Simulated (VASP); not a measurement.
# NiSb (P6_3/mmc) in VASP: further runs

NiSb is run at these levels: PBEsol; tasks: single point.

All numbers are computed with VASP 6.6.1; they aren't measurements. Logs are shortened: lines on timing, memory, paths and dates and some standing lists are left out, and cuts for length are marked.

**1. The cell of the first run**

It takes space group P6_3/mmc (No. 194, hexagonal). Conventional cell: a = 3.798 Å, b = 3.798 Å, c = 5.162 Å, α = 90.00°, β = 90.00°, γ = 120.00°. Ni (site symmetry -3m) has 6 Sb at 2.54 Å and 2 Ni at 2.58 Å within 3.4 Å. Within 3.4 Å of Sb (site symmetry -6m2) lie 6 Ni at 2.54 Å and 6 Sb at 3.39 Å.

**2. Single point, PBEsol (biaxial strain in the a-b plane: -3.0 %)**

Contents of INCAR:

```
SYSTEM = NiSb
ALGO = Normal ; EDIFF = 1E-6
ENCUT = 520 ; GGA = PS
ISIF = 2 ; ISMEAR = 0
LASPH = .True. ; LCHARG = .False.
LREAL = .False. ; LWAVE = .False.
NBANDS = 23 ; NELM = 100
PREC = Accurate ; SIGMA = 0.1
```

Contents of KPOINTS:

```
k-points
0
Gamma
  18 18 10
  0 0 0
```

Contents of POSCAR:

```
NiSb
1.0
    3.7984598500      0.0000000000      0.0000000000
   -1.8992299250      3.2895627253      0.0000000000
    0.0000000000      0.0000000000      5.1615607071
Ni Sb
2 2
Direct
    0.0000000000      0.0000000000      0.0000000000
    0.0000000000      0.0000000000      0.5000000000
    0.3333333333      0.6666666667      0.2500000000
    0.6666666667      0.3333333333      0.7500000000
```

Potentials or basis: VASP PAW PBE potentials, release 64 (Ni, Sb).

On the command line:

```bash
cat potpaw_PBE.64/Ni/POTCAR potpaw_PBE.64/Sb/POTCAR > POTCAR
mpirun -np 1 vasp_std > vasp.out
```

OUTCAR:

```text
SYSTEM = NiSb
   EDIFF = 1E-6
   ENCUT = 520
   GGA = PS
   ISIF = 2
   ISMEAR = 0
   LASPH = .True.
   LREAL = .False.
   NELM = 100
   PREC = Accurate

 ion  position               nearest neighbor table
   1  0.000  0.000  0.000-   3 2.54   4 2.54   3 2.54   4 2.54   4 2.54   3 2.54   2 2.58   2 2.58

   2  0.000  0.000  0.500-   3 2.54   4 2.54   3 2.54   4 2.54   4 2.54   3 2.54   1 2.58   1 2.58

   3  0.333  0.667  0.250-   1 2.54   2 2.54   1 2.54   2 2.54   1 2.54   2 2.54   4 3.39   4 3.39
                             4 3.39   4 3.39   4 3.39   4 3.39
   4  0.667  0.333  0.750-   1 2.54   2 2.54   1 2.54   2 2.54   1 2.54   2 2.54   3 3.39   3 3.39
                             3 3.39   3 3.39   3 3.39   3 3.39

  LATTYP: Found a hexagonal cell.
 ALAT       =     3.7984598500
 C/A-ratio  =     1.3588561972

  Lattice vectors:

 A1 = (   3.7984598500,   0.0000000000,   0.0000000000)
 A2 = (  -1.8992299250,   3.2895627253,   0.0000000000)
 A3 = (   0.0000000000,   0.0000000000,   5.1615607071)

Analysis of symmetry for initial positions (statically):
=====================================================================
 Subroutine PRICEL returns:
 Original cell was already a primitive cell.

 Routine SETGRP: Setting up the symmetry group for a
 hexagonal supercell.

 Subroutine GETGRP returns: Found 24 space group operations
 (whereof 12 operations were pure point group operations)
 out of a pool of 24 trial point group operations.

The static configuration has the point symmetry D_3d.
 The point group associated with its full space group is D_6h.

Analysis of symmetry for dynamics (positions and initial velocities):
=====================================================================
 Subroutine PRICEL returns:
 Original cell was already a primitive cell.

 Routine SETGRP: Setting up the symmetry group for a
 hexagonal supercell.

 Subroutine GETGRP returns: Found 24 space group operations
 (whereof 12 operations were pure point group operations)
 out of a pool of 24 trial point group operations.

The dynamic configuration has the point symmetry D_3d.
 The point group associated with its full space group is D_6h.

 Subroutine INISYM returns: Found 24 space group operations
 (whereof 12 operations are pure point group operations),
 and found     1 'primitive' translations

----------------------------------------------------------------------------------------

                                     Primitive cell

  volume of cell :      64.4951

  direct lattice vectors                    reciprocal lattice vectors
     3.798459850  0.000000000  0.000000000     0.263264597  0.151995886  0.000000000
    -1.899229925  3.289562725  0.000000000     0.000000000  0.303991771  0.000000000
     0.000000000  0.000000000  5.161560707     0.000000000  0.000000000  0.193739851

  length of vectors
     3.798459850  3.798459850  5.161560707     0.303991771  0.303991771  0.193739851

  position of ions in fractional coordinates (direct lattice)
     0.000000000  0.000000000  0.000000000
     0.000000000  0.000000000  0.500000000
     0.333333333  0.666666667  0.250000000
     0.666666667  0.333333333  0.750000000

  ion indices of the primitive-cell ions
   primitive index   ion index
                 1           1
                 2           2
                 3           3
                 4           4

----------------------------------------------------------------------------------------

 KPOINTS: k-points

Automatic generation of k-mesh.
 Grid dimensions read from file:
 generate k-points for:   18   18   10

 Generating k-lattice:

  Cartesian coordinates                     Fractional coordinates (reciprocal lattice)
     0.014625811  0.008444216  0.000000000     0.055555556  0.000000000  0.000000000
     0.000000000  0.016888432  0.000000000     0.000000000  0.055555556  0.000000000
     0.000000000  0.000000000  0.019373985     0.000000000  0.000000000  0.100000000

  Length of vectors
     0.016888432  0.016888432  0.019373985

  Shift w.r.t. Gamma in fractional coordinates (k-lattice)
     0.000000000  0.000000000  0.000000000

 Subroutine IBZKPT returns following result:
 ===========================================

 Found    222 irreducible k-points:

 Following reciprocal coordinates:
            Coordinates               Weight
  0.000000  0.000000  0.000000      1.000000
  0.055556  0.000000  0.000000      6.000000
  0.111111  0.000000  0.000000      6.000000
  0.166667  0.000000  0.000000      6.000000
  0.222222  0.000000  0.000000      6.000000
  0.277778  0.000000  0.000000      6.000000
[... 16 lines left out ...]
  0.333333  0.111111  0.000000     12.000000
  0.388889  0.111111  0.000000     12.000000
 [... further k-points ...]
   k-points           NKPTS =    222   k-points in BZ     NKDIM =    222   number of bands    NBANDS=     23
   number of dos      NEDOS =    301   number of ions     NIONS =      4
   total plane-waves  NPLWV =  31360
   dimension x,y,z NGX =    28 NGY =   28 NGZ =   40
   dimension x,y,z NGXF=    56 NGYF=   56 NGZF=   80
   ions per type =               2   2
   NGX,Y,Z   is equivalent  to a cutoff of  12.25, 12.25, 12.88 a.u.
   NGXF,Y,Z  is equivalent  to a cutoff of  24.51, 24.51, 25.77 a.u.
 SYSTEM =  NiSb
   PREC   = accura    normal or accurate (medium, high low for compatibility)
   ISTART =      0    job   : 0-new  1-cont  2-samecut
   ICHARG =      2    charge: 1-file 2-atom 10-const
   ISPIN  =      1    spin polarized calculation?
   LNONCOLLINEAR =      F non collinear calculations
   LSORBIT =      F    spin-orbit coupling
   LASPH  =      T    aspherical Exc in radial PAW
   ENCUT  =  520.0 eV  38.22 Ry    6.18 a.u.   7.06  7.06  9.60*2*pi/ulx,y,z
   NELM   =    100;   NELMIN=  2; NELMDL= -5     # of ELM steps
   EDIFF  = 0.1E-05   stopping-criterion for ELM
   LREAL  =      F    real-space projection
   EDIFFG = 0.1E-04   stopping-criterion for IOM
   NSW    =      0    number of steps for IOM
   IBRION =     -1    ionic relax: 0-MD 1-quasi-New 2-CG
   NFREE  =      0    steps in history (QN), initial steepest desc. (CG)
   ISIF   =      2    stress and relaxation
   ISYM   =      2    0-nonsym 1-usesym 2-fastsym
   POTIM  = 0.5000    time-step for ionic-motion
   TEBEG  =    0.0;   TEEND  =   0.0 temperature during run
   PSTRESS=    0.0 pullay stress
   NELECT =      30.0000    total number of electrons
   NUPDOWN=      -1.0000    fix difference up-down
   EMIN   =  10.00;   EMAX   =-10.00  energy-range for DOS
   EFERMI =   0.00;   METHOD = LEGACY
   ISMEAR =     0;   SIGMA  =   0.10  broadening in eV -4-tet -1-fermi 0-gaus
   EFERMI_NEDOS =   21; number of points for ismear=-14 and -15
   IALGO  =     38    algorithm
   IMIX   =      4    mixing-type and parameters
     AMIX     =   0.40;   BMIX     =  1.00
     AMIX_MAG =   1.60;   BMIX_MAG =  1.00
  volume/ion in A,a.u.               =      16.12       108.81
  Fermi-wavevector in a.u.,A,eV,Ry     =   1.268449  2.397021 21.891268  1.608963
  Thomas-Fermi vector in A             =   2.401543
   LORBIT       =      0    0 simple, 1 ext, 2 COOP (PROOUT), +10 PAW based schemes
   GGA     = PS    functional components
   LHFCALC =     F    Hartree Fock is set to
   AEXX    =    0.0000 exact exchange contribution
   IVDW    =     0    specifies the selected vdW correction
   LEPSILON=     F    determine dielectric tensor
   LRPA    =     F    only Hartree local field effects (RPA)
 non-spin polarized calculation
 Gauss-broadening in eV      SIGMA  =   0.10
  energy-cutoff  :      520.00
  volume of cell :       64.50
 maximum number of plane-waves:      1773
   NGX = 15   NGY = 15   NGZ = 19

 number of electron      29.9999986 magnetization

 Free energy of the ion-electron system (eV)
  ---------------------------------------------------
  ext. energy  EPLUGINS =         0.00000000
  ---------------------------------------------------
  free energy    TOTEN  =       -22.58814401 eV

  energy without entropy =      -22.58012063  energy(sigma->0) =      -22.58413232

 E-fermi :  10.8565     XC(G=0): -11.9579

 val. band max:       10.8449280729   @ k =   0.3333   0.0000   0.4000
 cond. band min:      10.8626095033   @ k =   0.3889   0.0000   0.1000
 fundamental gap:      0.0176814304
 Fermi energy:        10.8565037811

 k-point     1 :       0.0000    0.0000    0.0000
  band No.  band energies     occupation
      1      -2.7166      2.00000
      2       1.9314      2.00000
      3       3.9556      2.00000
      4       6.6352      2.00000
      5       6.6352      2.00000
      6       7.3964      2.00000
[... 15 lines left out ...]
     22      17.4179      0.00000
     23      18.9553      0.00000

 k-point     2 :       0.0556    0.0000    0.0000
  band No.  band energies     occupation
      1      -2.6740      2.00000
      2       1.9367      2.00000
      3       4.0031      2.00000
      4       6.6204      2.00000
      5       6.6444      2.00000
      6       7.3848      2.00000
[... 15 lines left out ...]
     22      17.5001      0.00000
     23      18.5870      0.00000

 k-point     3 :       0.1111    0.0000    0.0000
  band No.  band energies     occupation
      1      -2.5466      2.00000
      2       1.9495      2.00000
      3       4.1447      2.00000
      4       6.5694      2.00000
      5       6.6713      2.00000
      6       7.3409      2.00000
[... 15 lines left out ...]
     22      17.9314      0.00000
     23      18.2465      0.00000

 k-point     4 :       0.1667    0.0000    0.0000
  band No.  band energies     occupation
      1      -2.3358      2.00000
      2       1.9593      2.00000
      3       4.3779      2.00000
      4       6.4512      2.00000
      5       6.7140      2.00000
      6       7.2349      2.00000
[... 15 lines left out ...]
     22      17.8365      0.00000
     23      18.1539      0.00000

 k-point     5 :       0.2222    0.0000    0.0000
  band No.  band energies     occupation
      1      -2.0444      2.00000
      2       1.9470      2.00000
      3       4.6982      2.00000
      4       6.1808      2.00000
      5       6.7678      2.00000
      6       7.0737      2.00000
[... 15 lines left out ...]
     22      17.4722      0.00000
     23      18.3405      0.00000

 k-point     6 :       0.2778    0.0000    0.0000
  band No.  band energies     occupation
      1      -1.6770      2.00000
      2       1.8814      2.00000
      3       5.0977      2.00000
      4       5.7119      2.00000
      5       6.8247      2.00000
      6       6.9692      2.00000
[... 15 lines left out ...]
     22      17.1338      0.00000
     23      19.2751      0.00000

 k-point     7 :       0.3333    0.0000    0.0000
  band No.  band energies     occupation
      1      -1.2415      2.00000
      2       1.7211      2.00000
      3       5.1866      2.00000
      4       5.5634      2.00000
      5       6.8728      2.00000
      6       6.9548      2.00000
[... 353 lines left out ...]
     22      18.2502      0.00000
     23      18.6265      0.00000

 k-point    21 :       0.2222    0.1111    0.0000
  band No.  band energies     occupation
      1      -1.5565      2.00000
      2       1.8750      2.00000
      3       5.2265      2.00000
      4       5.8085      2.00000
      5       6.5687      2.00000
      6       6.7653      2.00000
[... 15 lines left out ...]
     22      18.3712      0.00000
     23      18.7267      0.00000

 k-point    22 :       0.2778    0.1111    0.0000
  band No.  band energies     occupation
      1      -1.1254      2.00000
      2       1.7247      2.00000
      3       5.2439      2.00000
      4       5.6832      2.00000
      5       6.5422      2.00000
      6       6.7183      2.00000
[... 15 lines left out ...]
     22      18.7746      0.00000
     23      18.8416      0.00000

 k-point    23 :       0.3333    0.1111    0.0000
  band No.  band energies     occupation
      1      -0.6438      2.00000
      2       1.4592      2.00000
      3       4.7710      2.00000
      4       6.1768      2.00000
      5       6.5441      2.00000
      6       6.6939      2.00000
[... 15 lines left out ...]
     22      18.7886      0.00000
     23      19.7838      0.00000

 k-point    24 :       0.3889    0.1111    0.0000
  band No.  band energies     occupation
      1      -0.1498      2.00000
      2       1.0900      2.00000
      3       4.4777      2.00000
      4       6.5498      2.00000
      5       6.6563      2.00000
      6       6.6895      2.00000
[... 15 lines left out ...]
     22      18.7885      0.00000
     23      20.8688      0.00000

 [... further k-points ...]
[... 5 lines left out ...]
  --------------------------------------------------------------------------------------
  -------------------------------------------------------------------------------------
  Total        3.4997951      3.4997951      0.9088383      0.0000000      0.0000000      0.0000000
  in kB       86.9413637     86.9413637     22.5772186      0.0000000      0.0000000      0.0000000
  external PRESSURE =      65.4866487 kB  Pullay stress =       0.0000000 kB

 VOLUME and BASIS-vectors are now :
 -----------------------------------------------------------------------------
  energy-cutoff  :      520.00
  volume of cell :       64.50
      direct lattice vectors                 reciprocal lattice vectors
     3.798459850  0.000000000  0.000000000     0.263264597  0.151995886  0.000000000
    -1.899229925  3.289562725  0.000000000     0.000000000  0.303991771  0.000000000
     0.000000000  0.000000000  5.161560707     0.000000000  0.000000000  0.193739851

 POSITION                                       TOTAL-FORCE (eV/Angst)
 -----------------------------------------------------------------------------------
      0.00000      0.00000      0.00000         0.000000      0.000000      0.000000
      0.00000      0.00000      2.58078         0.000000      0.000000      0.000000
     -0.00000      2.19304      1.29039        -0.000000     -0.000000      0.000000
      1.89923      1.09652      3.87117        -0.000000      0.000000     -0.000000
 -----------------------------------------------------------------------------------
    total drift:                               -0.000000      0.000000     -0.000000

  FREE ENERGIE OF THE ION-ELECTRON SYSTEM (eV)
  ---------------------------------------------------
  free  energy   TOTEN  =       -22.5881440129 eV

  energy  without entropy=      -22.5801206308  energy(sigma->0) =      -22.58413232
```

It took 2.9 min on 1 thread of AMD EPYC 9R45 (Zen 5), shared host; peak memory 0.37 GiB.

Results:

```yaml
Free_energy: -22.5881 eV
Pressure: 6.5 GPa
Band_gap_on_the_k_mesh: zero (bands 15 and 16 overlap by 3.81 eV)
```

Stress tensor (GPa, compression positive):
```
8.69 0.00 0.00
0.00 8.69 0.00
0.00 0.00 2.26
```

Levels at points of the mesh, in eV from the Fermi level:
```csv
k point,band 12,band 13,band 14,band 15,band 16,band 17,band 18,band 19
"(0.00, 0.00, 0.00)",-1.66,-0.29,0.82,0.82,2.84,2.84,3.50,4.18
"(0.50, 0.00, 0.00)",-2.13,-1.84,-1.73,-1.63,-0.28,0.99,3.52,4.17
"(0.00, 0.00, 0.50)",-2.37,0.22,0.22,2.33,2.33,2.33,2.33,5.40
"(0.50, 0.00, 0.50)",-2.16,-2.06,-2.06,0.18,0.18,1.93,1.93,4.96
```

Caveat: the cell differs from its parent crystal (biaxial strain in the a-b plane: -3.0 %); the stress differs along the axes, from 2 to 9 GPa; the PAW data sets were made with another functional, which shifts forces and pressure a little; spin-orbit coupling is left out, which moves the levels of the heavy elements. Spin polarisation is off, so any magnetic state and its effect on volume and gap are missing.

**3. Single point, PBEsol (biaxial strain in the a-b plane: -3.0 %, then relaxed in part)**

Contents of INCAR:

```
SYSTEM = NiSb
ALGO     = Normal         ! electronic algorithm
EDIFF    = 1E-6           ! SCF threshold, eV
ENCUT    = 520            ! plane-wave cutoff, eV
GGA      = PS             ! functional
ISIF     = 2              ! what is computed and relaxed
ISMEAR   = 0              ! smearing method
LASPH    = .TRUE.         ! aspherical terms in the spheres
LCHARG   = .TRUE.         ! write CHGCAR
LELF     = .TRUE.         ! ELF
LREAL    = .FALSE.        ! projectors in reciprocal space
LVHAR    = .TRUE.       
LWAVE    = .FALSE.        ! write WAVECAR
NBANDS   = 23             ! bands
NELM     = 60             ! most SCF steps
PREC     = Accurate       ! precision mode
SIGMA    = 0.1            ! smearing width, eV
```

Contents of KPOINTS:

```
k-points
0
G
  18 18 10
  0 0 0
```

POSCAR, as its differences from that of step 2:

```diff
@@ -4,3 +4,3 @@
    -1.8992299250      3.2895627253      0.0000000000
-    0.0000000000      0.0000000000      5.1615607071
+    0.0000000000      0.0000000000      5.2120693814
 Ni Sb
```

Potentials or basis: VASP PAW PBE potentials, release 64 (Ni, Sb).

On the command line:

```bash
cat potpaw_PBE.64/Ni/POTCAR potpaw_PBE.64/Sb/POTCAR > POTCAR
mpirun -np 1 vasp_std > vasp.out
```

It took 3 min on 1 thread of AMD EPYC 9R45 (Zen 5), shared host; peak memory 0.37 GiB.

The run converged. Its results:

```
Free energy            : -22.5928 eV
Pressure               : 5.1 GPa
Band gap on the k mesh : zero (bands 15 and 16 overlap by 3.80 eV)
```

Stress tensor (GPa, compression positive):
```
7.60 0.00 0.00
0.00 7.60 0.00
0.00 0.00 0.16
```

Levels at points of the mesh, in eV from the Fermi level:
```
           k point  band 11  band 12  band 13  band 14  band 15  band 16  band 17  band 18  band 19  band 20
(0.00, 0.00, 0.00)    -1.67    -1.67    -0.34     0.87     0.87     2.86     2.86     3.57     4.09     6.18
(0.50, 0.00, 0.00)    -2.28    -2.11    -1.83    -1.73    -1.64    -0.29     0.93     3.55     4.10     5.37
(0.00, 0.00, 0.50)    -2.35    -2.35     0.13     0.13     2.34     2.34     2.34     2.34     5.39     5.39
(0.50, 0.00, 0.50)    -2.13    -2.13    -2.03    -2.03     0.20     0.20     1.90     1.90     4.85     4.85
```

Caveat: the cell differs from its parent crystal (biaxial strain in the a-b plane: -3.0 %, then relaxed in part); the stress differs along the axes, from 0 to 8 GPa; the PAW data sets were made with another functional, which shifts forces and pressure a little; spin-orbit coupling is left out, which moves the levels of the heavy elements. Spin polarisation is off, so any magnetic state and its effect on volume and gap are missing.
